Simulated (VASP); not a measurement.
# EuH3Au (P4/mmm) in VASP: single point with PBE+U

Aim: the single point of EuH3Au with PBE+U.

Program: VASP 6.6.1. These are calculated values, not measurements. Logs are shortened: lines on timing, memory, paths and dates and some standing lists are left out, and cuts for length are marked.

### 1 The cell of the first run

The structure is tetragonal, space group P4/mmm (No. 123). The conventional cell has a = 3.920 Å, b = 3.920 Å, c = 3.966 Å, α = 90.00°, β = 90.00°, γ = 90.00°. Au (site symmetry 4/mmm) has 6 H at 1.96 to 1.98 Å within 2.6 Å. H (site symmetry mmm) has 2 Au at 1.96 Å within 2.6 Å. Within 2.6 Å of H (site symmetry 4/mmm) lie 2 Au at 1.98 Å. Eu (site symmetry 4/mmm) has 12 H at 2.77 to 2.79 Å and 8 Au at 3.41 Å within 3.7 Å.

### 2 Single point, PBE+U, collinear spin, ferromagnetic start

Contents of INCAR:

```
SYSTEM = EuH3Au
ALGO = Normal
EDIFF = 1E-6
ENCUT = 520
GGA = PE
ISIF = 2
ISMEAR = -1
ISPIN = 2
LASPH = .TRUE.
LCHARG = .FALSE.
LDAU = .TRUE.
LDAUJ = 0 0 0.78
LDAUL = -1 -1 3
LDAUPRINT = 1
LDAUTYPE = 1
LDAUU = 0 0 4.76
LMAXMIX = 6
LORBIT = 11
LREAL = .FALSE.
LUSENCCL = .FALSE.
LWAVE = .FALSE.
MAGMOM = -0.01 -0.01 -0.02 -0.02 -0.02 -0.02 -0.02 -0.02 7.51 7.51
NBANDS = 46
NELM = 150
PREC = Accurate
SIGMA = 0.1
```

Contents of KPOINTS:

```
k-points
0
G
  4 6 4
  0 0 0
```

Contents of POSCAR:

```
EuH3Au
1.0
   -3.9203635554      0.0000000000     -3.9203635554
    0.0000000000     -3.9661291308      0.0000000000
   -3.9203635554      0.0000000000      3.9203635554
Au H Eu
2 6 2
Direct
    0.0000000000      1.0000000000      0.0000000000
    0.5000000000      1.0000000000      0.5000000000
    0.7500000000      0.0000000000      0.7500000000
    0.2500000000      1.0000000000      0.2500000000
    0.0000000000      0.5000000000      0.0000000000
    0.5000000000      0.5000000000      0.5000000000
    0.7500000000      0.0000000000      0.2500000000
    0.2500000000      0.0000000000      0.7500000000
    0.0000000000      0.5000000000      0.5000000000
    0.5000000000      0.5000000000      0.0000000000
```

Potentials or basis: VASP PAW PBE potentials, release 64 (Au, H, Eu).

Run with:

```console
$ cat potpaw_PBE.64/Au/POTCAR potpaw_PBE.64/H/POTCAR potpaw_PBE.64/Eu/POTCAR > POTCAR
$ mpirun -np 1 vasp_std > vasp.out
```

OUTCAR:

```text
SYSTEM = EuH3Au
   EDIFF = 1E-6
   ENCUT = 520
   GGA = PE
   ISIF = 2
   ISMEAR = -1
   ISPIN = 2
   LASPH = .TRUE.
   LORBIT = 11
   LREAL = .FALSE.
   NELM = 150
   PREC = Accurate

 ion  position               nearest neighbor table
   1  0.000  0.000  0.000-   3 1.96   4 1.96   7 1.96   8 1.96   5 1.98   5 1.98  10 3.41   9 3.41
                             9 3.41   9 3.41  10 3.41   9 3.41  10 3.41  10 3.41
   2  0.500  0.000  0.500-   3 1.96   4 1.96   7 1.96   8 1.96   6 1.98   6 1.98  10 3.41  10 3.41
                             9 3.41   9 3.41  10 3.41  10 3.41   9 3.41   9 3.41
   3  0.750  0.000  0.750-   1 1.96   2 1.96
   4  0.250  0.000  0.250-   1 1.96   2 1.96
   5  0.000  0.500  0.000-   1 1.98   1 1.98
   6  0.500  0.500  0.500-   2 1.98   2 1.98
   7  0.750  0.000  0.250-   1 1.96   2 1.96
   8  0.250  0.000  0.750-   1 1.96   2 1.96
   9  0.000  0.500  0.500-   1 3.41   2 3.41   1 3.41   1 3.41   2 3.41   1 3.41   2 3.41   2 3.41
[... 9 lines left out ...]
 A1 = (   3.9203635554,   0.0000000000,   3.9203635554)
 A2 = (  -3.9203635554,   0.0000000000,   3.9203635554)
 A3 = (   0.0000000000,  -3.9661291308,   0.0000000000)

Analysis of symmetry for initial positions (statically):
=====================================================================
 Subroutine PRICEL returns following result:

  LATTYP: Found a simple tetragonal cell.
 ALAT       =     3.9203635554
 C/A-ratio  =     1.0116738090
[... 12 lines left out ...]
 Subroutine GETGRP returns: Found 16 space group operations
 (whereof 16 operations were pure point group operations)
 out of a pool of 16 trial point group operations.

The static configuration has the point symmetry D_4h.

Analysis of symmetry for dynamics (positions and initial velocities):
=====================================================================
 Subroutine PRICEL returns following result:

  LATTYP: Found a simple tetragonal cell.
 ALAT       =     3.9203635554
 C/A-ratio  =     1.0116738090
[... 12 lines left out ...]
 Subroutine GETGRP returns: Found 16 space group operations
 (whereof 16 operations were pure point group operations)
 out of a pool of 16 trial point group operations.

The dynamic configuration has the point symmetry D_4h.

Analysis of structural, dynamic, and magnetic symmetry:
=====================================================================
 Subroutine PRICEL returns following result:

  LATTYP: Found a simple tetragonal cell.
 ALAT       =     3.9203635554
 C/A-ratio  =     1.0116738090
[... 12 lines left out ...]
 Subroutine GETGRP returns: Found 16 space group operations
 (whereof 16 operations were pure point group operations)
 out of a pool of 16 trial point group operations.

The overall configuration has the point symmetry D_4h.

 Subroutine INISYM returns: Found 16 space group operations
 (whereof 16 operations are pure point group operations),
 and found     2 'primitive' translations

----------------------------------------------------------------------------------------

                                     Primitive cell

  volume of cell :      60.9564

  direct lattice vectors                    reciprocal lattice vectors
     0.000000000  0.000000000  3.920363555     0.000000000  0.000000000  0.255078384
    -3.920363555  0.000000000  0.000000000    -0.255078384  0.000000000  0.000000000
     0.000000000 -3.966129131  0.000000000     0.000000000 -0.252135008  0.000000000

  length of vectors
     3.920363555  3.920363555  3.966129131     0.255078384  0.255078384  0.252135008

[... 176 lines left out ...]
 -0.0043 -0.0000  0.9746  0.0000 -0.0000 -0.0000 -0.0000
 -0.0000  0.0000  0.0000  0.9689  0.0000  0.0001  0.0000
 -0.0000 -0.0000 -0.0000  0.0000  0.9743  0.0000  0.0043
 -0.0000  0.0000 -0.0000  0.0001  0.0000  0.9777  0.0000
  0.0000  0.0000 -0.0000  0.0000  0.0043  0.0000  0.9723

spin component  2

  0.0011 -0.0000 -0.0004  0.0000  0.0000  0.0000 -0.0000
 -0.0000  0.0021 -0.0000  0.0000  0.0000 -0.0000 -0.0000
 -0.0004 -0.0000  0.0013 -0.0000  0.0000  0.0000  0.0000
  0.0000  0.0000 -0.0000  0.0007 -0.0000  0.0000 -0.0000
  0.0000  0.0000  0.0000 -0.0000  0.0013 -0.0000  0.0005
  0.0000 -0.0000  0.0000  0.0000 -0.0000  0.0017 -0.0000
 -0.0000 -0.0000  0.0000 -0.0000  0.0005 -0.0000  0.0011

 occupancies and eigenvectors

  o =  0.0007  v =  0.0000  0.0000  0.0000  0.0000  0.0000  0.0000  0.0000 -0.0000 -0.0000 -0.0000 -0.0002  0.6285  0.0000 -0.7778      0.0000  0.0000  0.0000  0.0000  0.0000  0.0000  0.0000  0.0000  0.0000  0.0000  0.0000  0.0000  0.0000  0.0000
  o =  0.0007  v =  0.0000  0.0000  0.0000  0.0000  0.0000  0.0000  0.0000 -0.0000  0.0000 -0.0000 -0.9998 -0.0001  0.0206  0.0002      0.0000  0.0000  0.0000  0.0000  0.0000  0.0000  0.0000  0.0000  0.0000  0.0000  0.0000  0.0000  0.0000  0.0000
  o =  0.0008  v =  0.0000  0.0000  0.0000  0.0000  0.0000  0.0000  0.0000  0.7906  0.0000  0.6124 -0.0000  0.0000  0.0000 -0.0000      0.0000  0.0000  0.0000  0.0000  0.0000  0.0000  0.0000  0.0000  0.0000  0.0000  0.0000  0.0000  0.0000  0.0000
  o =  0.0017  v =  0.0000  0.0000  0.0000  0.0000  0.0000  0.0000  0.0000  0.6124  0.0000 -0.7906 -0.0000  0.0000 -0.0000  0.0000      0.0000  0.0000  0.0000  0.0000  0.0000  0.0000  0.0000  0.0000  0.0000  0.0000  0.0000  0.0000  0.0000  0.0000
  o =  0.0017  v =  0.0000  0.0000  0.0000  0.0000  0.0000  0.0000  0.0000 -0.0000 -0.0000  0.0000 -0.0206 -0.0003 -0.9998 -0.0003      0.0000  0.0000  0.0000  0.0000  0.0000  0.0000  0.0000  0.0000  0.0000  0.0000  0.0000  0.0000  0.0000  0.0000
  o =  0.0017  v =  0.0000  0.0000  0.0000  0.0000  0.0000  0.0000  0.0000 -0.0000  0.0000  0.0000 -0.0000  0.7778 -0.0004  0.6285      0.0000  0.0000  0.0000  0.0000  0.0000  0.0000  0.0000  0.0000  0.0000  0.0000  0.0000  0.0000  0.0000  0.0000
  o =  0.0021  v =  0.0000  0.0000  0.0000  0.0000  0.0000  0.0000  0.0000 -0.0000  1.0000  0.0000  0.0000 -0.0000 -0.0000 -0.0000      0.0000  0.0000  0.0000  0.0000  0.0000  0.0000  0.0000  0.0000  0.0000  0.0000  0.0000  0.0000  0.0000  0.0000
  o =  0.9570  v = -0.0000 -1.0000 -0.0000  0.0000 -0.0000 -0.0000  0.0000  0.0000  0.0000  0.0000  0.0000  0.0000  0.0000  0.0000      0.0000  0.0000  0.0000  0.0000  0.0000  0.0000  0.0000  0.0000  0.0000  0.0000  0.0000  0.0000  0.0000  0.0000
  o =  0.9689  v =  0.0000 -0.0000  0.0000 -0.9997  0.0146  0.0081 -0.0185  0.0000  0.0000  0.0000  0.0000  0.0000  0.0000  0.0000      0.0000  0.0000  0.0000  0.0000  0.0000  0.0000  0.0000  0.0000  0.0000  0.0000  0.0000  0.0000  0.0000  0.0000
  o =  0.9689  v =  0.0000 -0.0000  0.0000  0.0236  0.6186 -0.0002 -0.7854  0.0000  0.0000  0.0000  0.0000  0.0000  0.0000  0.0000      0.0000  0.0000  0.0000  0.0000  0.0000  0.0000  0.0000  0.0000  0.0000  0.0000  0.0000  0.0000  0.0000  0.0000
  o =  0.9691  v =  0.7906 -0.0000  0.6124  0.0000 -0.0000  0.0000  0.0000  0.0000  0.0000  0.0000  0.0000  0.0000  0.0000  0.0000      0.0000  0.0000  0.0000  0.0000  0.0000  0.0000  0.0000  0.0000  0.0000  0.0000  0.0000  0.0000  0.0000  0.0000
  o =  0.9778  v = -0.0000  0.0000  0.0000 -0.0002  0.7854 -0.0196  0.6186  0.0000  0.0000  0.0000  0.0000  0.0000  0.0000  0.0000      0.0000  0.0000  0.0000  0.0000  0.0000  0.0000  0.0000  0.0000  0.0000  0.0000  0.0000  0.0000  0.0000  0.0000
  o =  0.9778  v =  0.0000 -0.0000 -0.0000  0.0081  0.0154  0.9998  0.0122  0.0000  0.0000  0.0000  0.0000  0.0000  0.0000  0.0000      0.0000  0.0000  0.0000  0.0000  0.0000  0.0000  0.0000  0.0000  0.0000  0.0000  0.0000  0.0000  0.0000  0.0000
  o =  0.9779  v = -0.6124 -0.0000  0.7906  0.0000 -0.0000  0.0000 -0.0000  0.0000  0.0000  0.0000  0.0000  0.0000  0.0000  0.0000      0.0000  0.0000  0.0000  0.0000  0.0000  0.0000  0.0000  0.0000  0.0000  0.0000  0.0000  0.0000  0.0000  0.0000

 number of electron      61.9999991 magnetization      14.1047345

 Free energy of the ion-electron system (eV)
  ---------------------------------------------------
  ext. energy  EPLUGINS =         0.00000000
  ---------------------------------------------------
  free energy    TOTEN  =       -51.48991449 eV

  energy without entropy =      -51.45089706  energy(sigma->0) =      -51.47040578

 E-fermi :   5.3046     XC(G=0): -10.5753

 val. band max:        5.3010007290   @ k =   0.0000   0.0000   0.0000
 cond. band min:       5.3147645029   @ k =   0.2500   0.0000   0.0000
 fundamental gap:      0.0137637739
 Fermi energy:         5.3046358344

 spin component 1

 k-point     1 :       0.0000    0.0000    0.0000
  band No.  band energies     occupation
      1     -35.9836      1.00000
      2     -35.9607      1.00000
      3     -15.0536      1.00000
      4     -15.0536      1.00000
      5     -14.8260      1.00000
      6     -14.8153      1.00000
[... 1093 lines left out ...]
     42       8.3379      0.00000
     43       8.4090      0.00000
 Fermi energy:         5.3046358344

 spin component 2

 k-point     1 :       0.0000    0.0000    0.0000
  band No.  band energies     occupation
      1     -32.8384      1.00000
      2     -32.8078      1.00000
      3     -12.8286      1.00000
      4     -12.8286      1.00000
      5     -12.5323      1.00000
      6     -12.5180      1.00000
[... 1093 lines left out ...]
     42      12.3905      0.00000
     43      12.4181      0.00000
 [bands above 43 left out]

------------------------ aborting loop because EDIFF is reached ----------------------------------------

  FORCE on cell =-STRESS in cart. coord.  units (eV):
  Direction    XX          YY          ZZ          XY          YZ          ZX
  --------------------------------------------------------------------------------------
  -------------------------------------------------------------------------------------
  Total       -0.0572036     -0.0893774     -0.0572036      0.0000000      0.0000000      0.0000000
  in kB       -0.7517686     -1.1745963     -0.7517686      0.0000000      0.0000000      0.0000000
  external PRESSURE =      -0.8927111 kB  Pullay stress =       0.0000000 kB

 VOLUME and BASIS-vectors are now :
 -----------------------------------------------------------------------------
  energy-cutoff  :      520.00
  volume of cell :      121.91
      direct lattice vectors                 reciprocal lattice vectors
    -3.920363555  0.000000000 -3.920363555    -0.127539192 -0.000000000 -0.127539192
     0.000000000 -3.966129131  0.000000000    -0.000000000 -0.252135008  0.000000000
    -3.920363555  0.000000000  3.920363555    -0.127539192  0.000000000  0.127539192

 POSITION                                       TOTAL-FORCE (eV/Angst)
 -----------------------------------------------------------------------------------
      0.00000      0.00000      0.00000        -0.000000      0.000000      0.000000
     -3.92036      0.00000      0.00000        -0.000000      0.000000      0.000000
     -5.88055      0.00000      0.00000        -0.000000      0.000000      0.000000
     -1.96018      0.00000      0.00000        -0.000000      0.000000      0.000000
      0.00000     -1.98306      0.00000        -0.000000      0.000000      0.000000
     -3.92036     -1.98306      0.00000        -0.000000      0.000000      0.000000
     -3.92036      0.00000     -1.96018        -0.000000      0.000000      0.000000
     -3.92036      0.00000      1.96018        -0.000000      0.000000      0.000000
     -1.96018     -1.98306      1.96018         0.000000     -0.000000     -0.000000
     -1.96018     -1.98306     -1.96018         0.000000      0.000000     -0.000000
 -----------------------------------------------------------------------------------
    total drift:                                0.000000      0.000000     -0.000000

  FREE ENERGIE OF THE ION-ELECTRON SYSTEM (eV)
  ---------------------------------------------------
  free  energy   TOTEN  =       -51.4899144937 eV

  energy  without entropy=      -51.4508970583  energy(sigma->0) =      -51.47040578

 total charge

# of ion       s       p       d       f       tot
--------------------------------------------------
    1        0.646   0.486   8.670   0.000   9.801
    2        0.646   0.486   8.670   0.000   9.801
    3        0.478   0.018   0.000   0.000   0.496
    4        0.478   0.018   0.000   0.000   0.496
    5        0.476   0.017   0.000   0.000   0.493
    6        0.476   0.017   0.000   0.000   0.493
    7        0.478   0.018   0.000   0.000   0.496
    8        0.478   0.018   0.000   0.000   0.496
    9        2.019   5.765   0.272   6.799  14.856
   10        2.019   5.765   0.272   6.799  14.856
--------------------------------------------------
tot          8.193  12.608  17.884  13.598  52.282

 magnetization (x)

# of ion       s       p       d       f       tot
--------------------------------------------------
    1       -0.005   0.001  -0.011   0.000  -0.015
    2       -0.005   0.001  -0.011   0.000  -0.015
    3       -0.010   0.000   0.000   0.000  -0.010
    4       -0.010   0.000   0.000   0.000  -0.010
    5       -0.011   0.000   0.000   0.000  -0.010
    6       -0.011   0.000   0.000   0.000  -0.010
    7       -0.010   0.000   0.000   0.000  -0.010
    8       -0.010   0.000   0.000   0.000  -0.010
    9       -0.016  -0.117   0.070   6.782   6.719
   10       -0.016  -0.117   0.070   6.782   6.719
--------------------------------------------------
tot         -0.105  -0.229   0.117  13.564  13.347
```

Wall time 1.7 min (1 × NVIDIA H100 80GB with 1 thread of AMD EPYC 7R13 (Zen 3), shared host); peak memory 1.4 GiB.

Results:

```
Free energy                                           : -51.4899 eV
Pressure                                              : -0.1 GPa
Net moment                                            : 14.10 μB per cell
Site moments                                          : Au -0.01; H -0.01; Eu +6.72 μB
Valence electrons inside the program's atomic spheres : Au 9.80; H 0.50, 0.49 (each value once); Eu 14.86
```

Eigenvalues of the final occupation matrices:
```csv
site,spin,trace,eigenvalues
site 9 f,1,6.80,0.96 0.97 0.97 0.97 0.98 0.98 0.98
site 9 f,2,0.01,0.00 0.00 0.00 0.00 0.00 0.00 0.00
site 10 f,1,6.80,0.96 0.97 0.97 0.97 0.98 0.98 0.98
site 10 f,2,0.01,0.00 0.00 0.00 0.00 0.00 0.00 0.00
```

Caveat: spin-orbit coupling is left out, which moves the levels of the heavy elements. The state reached can hang on the start; a lower one may exist.
